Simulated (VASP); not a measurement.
# MgCd2O3 (I4/mmm) in VASP: single point with PBE

Aim: the single point of MgCd2O3 with PBE.

Everything below comes from runs of VASP 6.6.1. Logs are shortened: lines on timing, memory, paths and dates and some standing lists are left out, and cuts for length are marked.

## 1. The cell of the first run

It takes space group I4/mmm (No. 139, tetragonal). The conventional cell has a = 3.285 Å, b = 3.285 Å, c = 13.847 Å, α = 90.00°, β = 90.00°, γ = 90.00°. Within 2.9 Å of Mg (site symmetry 4/mmm) lie 6 O at 2.16 to 2.32 Å. Cd (site symmetry 4mm) has 6 O at 2.29 to 2.47 Å within 3.0 Å. O (site symmetry 4/mmm) has 2 Cd at 2.29 Å and 4 Mg at 2.32 Å within 3.0 Å. O (site symmetry 4mm) has 1 Mg at 2.16 Å and 5 Cd at 2.33 to 2.47 Å within 2.9 Å.

## 2. Single point, PBE

The input, INCAR:

```
ALGO = Normal
EDIFF = 1E-6
ENCUT = 520
GGA = PE
ISIF = 2
ISMEAR = 0
LASPH = T
LCHARG = F
LREAL = F
LWAVE = F
NBANDS = 31
NELM = 100
PREC = Accurate
SIGMA = 0.1
```

The input, KPOINTS:

```
k-points
0
Gamma
  8 8 8
```

The input, POSCAR:

```
MgCd2O3
1.0
   -1.6425940000      1.6425940000      6.9236359000
    1.6425940000     -1.6425940000      6.9236359000
    1.6425940000      1.6425940000     -6.9236359000
Mg Cd O
1 2 3
Direct
    0.5000000000      0.5000000000      0.0000000000
    0.8346050000      0.8346050000      0.0000000000
    0.1653950000      0.1653950000      0.0000000000
    0.0000000000      0.0000000000      0.0000000000
    0.6561900000      0.6561900000      0.0000000000
    0.3438100000      0.3438100000      0.0000000000
```

Potentials or basis: VASP PAW PBE potentials, release 64 (Mg, Cd, O).

The run is started by

```console
> cat potpaw_PBE.64/Mg/POTCAR potpaw_PBE.64/Cd/POTCAR potpaw_PBE.64/O/POTCAR > POTCAR
> mpirun -np 1 vasp_std > vasp.out
```

OUTCAR:

```text
EDIFF = 1E-6
   ENCUT = 520
   GGA = PE
   ISIF = 2
   ISMEAR = 0
   LASPH = T
   LREAL = F
   NELM = 100
   PREC = Accurate

 ion  position               nearest neighbor table
   1  0.500  0.500  0.000-   5 2.16   6 2.16   4 2.32   4 2.32   4 2.32   4 2.32   2 3.26   3 3.26
                             2 3.26   3 3.26   2 3.26   3 3.26   2 3.26   3 3.26
   2  0.835  0.835  0.000-   4 2.29   6 2.33   6 2.33   6 2.33   6 2.33   5 2.47   1 3.26   1 3.26
                             1 3.26   1 3.26   3 3.30   3 3.30   3 3.30   3 3.30
   3  0.165  0.165  0.000-   4 2.29   5 2.33   5 2.33   5 2.33   5 2.33   6 2.47   1 3.26   1 3.26
                             1 3.26   1 3.26   2 3.30   2 3.30   2 3.30   2 3.30
   4  0.000  0.000  0.000-   2 2.29   3 2.29   1 2.32   1 2.32   1 2.32   1 2.32
   5  0.656  0.656  0.000-   1 2.16   3 2.33   3 2.33   3 2.33   3 2.33   2 2.47
   6  0.344  0.344  0.000-   1 2.16   2 2.33   2 2.33   2 2.33   2 2.33   3 2.47

  LATTYP: Found a body centered tetragonal cell.
 ALAT       =     3.2851880000
 C/A-ratio  =     4.2150622126

  Lattice vectors:

 A1 = (  -1.6425940000,   1.6425940000,   6.9236359000)
 A2 = (   1.6425940000,  -1.6425940000,   6.9236359000)
 A3 = (   1.6425940000,   1.6425940000,  -6.9236359000)

Analysis of symmetry for initial positions (statically):
=====================================================================
 Subroutine PRICEL returns:
 Original cell was already a primitive cell.

 Routine SETGRP: Setting up the symmetry group for a
 body centered tetragonal supercell.

 Subroutine GETGRP returns: Found 16 space group operations
 (whereof 16 operations were pure point group operations)
 out of a pool of 16 trial point group operations.

The static configuration has the point symmetry D_4h.

Analysis of symmetry for dynamics (positions and initial velocities):
=====================================================================
 Subroutine PRICEL returns:
 Original cell was already a primitive cell.

 Routine SETGRP: Setting up the symmetry group for a
 body centered tetragonal supercell.

 Subroutine GETGRP returns: Found 16 space group operations
 (whereof 16 operations were pure point group operations)
 out of a pool of 16 trial point group operations.

The dynamic configuration has the point symmetry D_4h.

 Subroutine INISYM returns: Found 16 space group operations
 (whereof 16 operations are pure point group operations),
 and found     1 'primitive' translations

----------------------------------------------------------------------------------------

                                     Primitive cell

  volume of cell :      74.7231

  direct lattice vectors                    reciprocal lattice vectors
    -1.642594000  1.642594000  6.923635900     0.000000000  0.304396582  0.072216391
     1.642594000 -1.642594000  6.923635900     0.304396582  0.000000000  0.072216391
     1.642594000  1.642594000 -6.923635900     0.304396582  0.304396582  0.000000000

  length of vectors
     7.302942159  7.302942159  7.302942159     0.312845787  0.312845787  0.430481775

  position of ions in fractional coordinates (direct lattice)
     0.500000000  0.500000000  0.000000000
     0.834605000  0.834605000  0.000000000
     0.165395000  0.165395000  0.000000000
     0.000000000  0.000000000  0.000000000
     0.656190000  0.656190000  0.000000000
     0.343810000  0.343810000  0.000000000

  ion indices of the primitive-cell ions
   primitive index   ion index
                 1           1
                 2           2
                 3           3
                 4           4
                 5           5
                 6           6

----------------------------------------------------------------------------------------

 KPOINTS: k-points

Automatic generation of k-mesh.
 Grid dimensions read from file:
 generate k-points for:    8    8    8

 Generating k-lattice:

  Cartesian coordinates                     Fractional coordinates (reciprocal lattice)
     0.000000000  0.038049573  0.009027049     0.125000000  0.000000000  0.000000000
     0.038049573  0.000000000  0.009027049     0.000000000  0.125000000  0.000000000
     0.038049573  0.038049573  0.000000000     0.000000000  0.000000000  0.125000000

  Length of vectors
     0.039105723  0.039105723  0.053810222

  Shift w.r.t. Gamma in fractional coordinates (k-lattice)
     0.000000000  0.000000000  0.000000000

 Subroutine IBZKPT returns following result:
 ===========================================

 Found     59 irreducible k-points:

 Following reciprocal coordinates:
            Coordinates               Weight
  0.000000  0.000000  0.000000      1.000000
  0.125000 -0.000000  0.000000      8.000000
  0.250000 -0.000000  0.000000      8.000000
  0.375000  0.000000  0.000000      8.000000
  0.500000 -0.000000  0.000000      4.000000
  0.125000  0.125000  0.000000      8.000000
[... 16 lines left out ...]
  0.250000  0.125000  0.125000     16.000000
  0.375000  0.125000  0.125000      8.000000
 [... further k-points ...]
   k-points           NKPTS =     59   k-points in BZ     NKDIM =     59   number of bands    NBANDS=     31
   number of dos      NEDOS =    301   number of ions     NIONS =      6
   total plane-waves  NPLWV = 157464
   dimension x,y,z NGX =    54 NGY =   54 NGZ =   54
   dimension x,y,z NGXF=   108 NGYF=  108 NGZF=  108
   ions per type =               1   2   3
   NGX,Y,Z   is equivalent  to a cutoff of  12.29, 12.29, 12.29 a.u.
   NGXF,Y,Z  is equivalent  to a cutoff of  24.59, 24.59, 24.59 a.u.
 SYSTEM =  unknown system
   PREC   = accura    normal or accurate (medium, high low for compatibility)
   ISTART =      0    job   : 0-new  1-cont  2-samecut
   ICHARG =      2    charge: 1-file 2-atom 10-const
   ISPIN  =      1    spin polarized calculation?
   LNONCOLLINEAR =      F non collinear calculations
   LSORBIT =      F    spin-orbit coupling
   LASPH  =      T    aspherical Exc in radial PAW
   ENCUT  =  520.0 eV  38.22 Ry    6.18 a.u.  13.58 13.58 13.58*2*pi/ulx,y,z
   NELM   =    100;   NELMIN=  2; NELMDL= -5     # of ELM steps
   EDIFF  = 0.1E-05   stopping-criterion for ELM
   LREAL  =      F    real-space projection
   EDIFFG = 0.1E-04   stopping-criterion for IOM
   NSW    =      0    number of steps for IOM
   IBRION =     -1    ionic relax: 0-MD 1-quasi-New 2-CG
   NFREE  =      0    steps in history (QN), initial steepest desc. (CG)
   ISIF   =      2    stress and relaxation
   ISYM   =      2    0-nonsym 1-usesym 2-fastsym
   POTIM  = 0.5000    time-step for ionic-motion
   TEBEG  =    0.0;   TEEND  =   0.0 temperature during run
   PSTRESS=    0.0 pullay stress
   NELECT =      44.0000    total number of electrons
   NUPDOWN=      -1.0000    fix difference up-down
   EMIN   =  10.00;   EMAX   =-10.00  energy-range for DOS
   EFERMI =   0.00;   METHOD = LEGACY
   ISMEAR =     0;   SIGMA  =   0.10  broadening in eV -4-tet -1-fermi 0-gaus
   EFERMI_NEDOS =   21; number of points for ismear=-14 and -15
   IALGO  =     38    algorithm
   IMIX   =      4    mixing-type and parameters
     AMIX     =   0.40;   BMIX     =  1.00
     AMIX_MAG =   1.60;   BMIX_MAG =  1.00
  volume/ion in A,a.u.               =      12.45        84.04
  Fermi-wavevector in a.u.,A,eV,Ry     =   1.372169  2.593023 25.617687  1.882847
  Thomas-Fermi vector in A             =   2.497800
   LORBIT       =      0    0 simple, 1 ext, 2 COOP (PROOUT), +10 PAW based schemes
   GGA     = PE    functional components
   LHFCALC =     F    Hartree Fock is set to
   AEXX    =    0.0000 exact exchange contribution
   IVDW    =     0    specifies the selected vdW correction
   LEPSILON=     F    determine dielectric tensor
   LRPA    =     F    only Hartree local field effects (RPA)
 non-spin polarized calculation
 Gauss-broadening in eV      SIGMA  =   0.10
  energy-cutoff  :      520.00
  volume of cell :       74.72
 maximum number of plane-waves:      2036
   NGX = 27   NGY = 27   NGZ = 27

 number of electron      44.0000004 magnetization

 Free energy of the ion-electron system (eV)
  ---------------------------------------------------
  ext. energy  EPLUGINS =         0.00000000
  ---------------------------------------------------
  free energy    TOTEN  =       -26.81265715 eV

  energy without entropy =      -26.81251720  energy(sigma->0) =      -26.81258717

 E-fermi :   2.3743     XC(G=0): -11.2232

 val. band max:        2.1812873669   @ k =   0.5000  -0.0000   0.0000
 cond. band min:       2.4632823472   @ k =   0.0000   0.0000   0.0000
 fundamental gap:      0.2819949803
 Fermi energy:         2.3743057152

 k-point     1 :       0.0000    0.0000    0.0000
  band No.  band energies     occupation
      1     -15.1230      2.00000
      2     -14.7283      2.00000
      3     -14.0645      2.00000
      4      -4.9064      2.00000
      5      -4.7025      2.00000
      6      -4.6689      2.00000
[... 23 lines left out ...]
     30      15.4505      0.00000
     31      15.4505      0.00000

 k-point     2 :       0.1250   -0.0000    0.0000
  band No.  band energies     occupation
      1     -15.0461      2.00000
      2     -14.6829      2.00000
      3     -14.0416      2.00000
      4      -4.8868      2.00000
      5      -4.7511      2.00000
      6      -4.6670      2.00000
[... 23 lines left out ...]
     30      15.3189      0.00000
     31      15.7899      0.00000

 k-point     3 :       0.2500   -0.0000    0.0000
  band No.  band energies     occupation
      1     -14.8438      2.00000
      2     -14.5706      2.00000
      3     -13.9939      2.00000
      4      -4.9438      2.00000
      5      -4.8488      2.00000
      6      -4.8408      2.00000
[... 703 lines left out ...]
     30      12.3668      0.00000
     31      12.9328      0.00000

 k-point    24 :       0.3750    0.1250    0.1250
  band No.  band energies     occupation
      1     -14.4855      2.00000
      2     -14.4641      2.00000
      3     -13.8825      2.00000
      4      -4.9348      2.00000
      5      -4.8120      2.00000
      6      -4.7478      2.00000
[... 23 lines left out ...]
     30      12.2433      0.00000
     31      12.8389      0.00000

 [... further k-points ...]

------------------------ aborting loop because EDIFF is reached ----------------------------------------

  FORCE on cell =-STRESS in cart. coord.  units (eV):
  Direction    XX          YY          ZZ          XY          YZ          ZX
  --------------------------------------------------------------------------------------
  -------------------------------------------------------------------------------------
  Total        0.4623767      0.4623767      0.3594756      0.0000000      0.0000000      0.0000000
  in kB        9.9140659      9.9140659      7.7077100      0.0000000      0.0000000      0.0000000
  external PRESSURE =       9.1786139 kB  Pullay stress =       0.0000000 kB

 VOLUME and BASIS-vectors are now :
 -----------------------------------------------------------------------------
  energy-cutoff  :      520.00
  volume of cell :       74.72
      direct lattice vectors                 reciprocal lattice vectors
    -1.642594000  1.642594000  6.923635900     0.000000000  0.304396582  0.072216391
     1.642594000 -1.642594000  6.923635900     0.304396582  0.000000000  0.072216391
     1.642594000  1.642594000 -6.923635900     0.304396582  0.304396582  0.000000000

 POSITION                                       TOTAL-FORCE (eV/Angst)
 -----------------------------------------------------------------------------------
      0.00000      0.00000      6.92364         0.000000      0.000000     -0.000000
      0.00000      0.00000     11.55700        -0.000000     -0.000000     -0.039947
      0.00000      0.00000      2.29027        -0.000000     -0.000000      0.039947
      0.00000      0.00000      0.00000         0.000000      0.000000     -0.000000
      0.00000      0.00000      9.08644        -0.000000     -0.000000     -0.042167
      0.00000      0.00000      4.76083         0.000000      0.000000      0.042167
 -----------------------------------------------------------------------------------
    total drift:                                0.000000     -0.000000      0.000000

  FREE ENERGIE OF THE ION-ELECTRON SYSTEM (eV)
  ---------------------------------------------------
  free  energy   TOTEN  =       -26.8126571460 eV

  energy  without entropy=      -26.8125172039  energy(sigma->0) =      -26.81258717
```

Wall time 11 min (1 thread of AMD EPYC 7R13 (Zen 3), shared host); peak memory 0.44 GiB.

What came out:

```yaml
Free_energy: -26.8127 eV
Pressure: 0.9 GPa
Largest_force: 0.042 eV/Å
Band_gap_on_the_k_mesh: 0.28 eV, indirect (least direct gap 1.16 eV)
```

Forces on the atoms (eV/Å):
```
Mg   0.000  0.000  0.000
Cd   0.000  0.000 -0.040
Cd   0.000  0.000  0.040
O    0.000  0.000  0.000
O    0.000  0.000 -0.042
O    0.000  0.000  0.042
```

Stress tensor (GPa, compression positive):
```
0.99 0.00 0.00
0.00 0.99 0.00
0.00 0.00 0.77
```

A k mesh can miss the band edges.
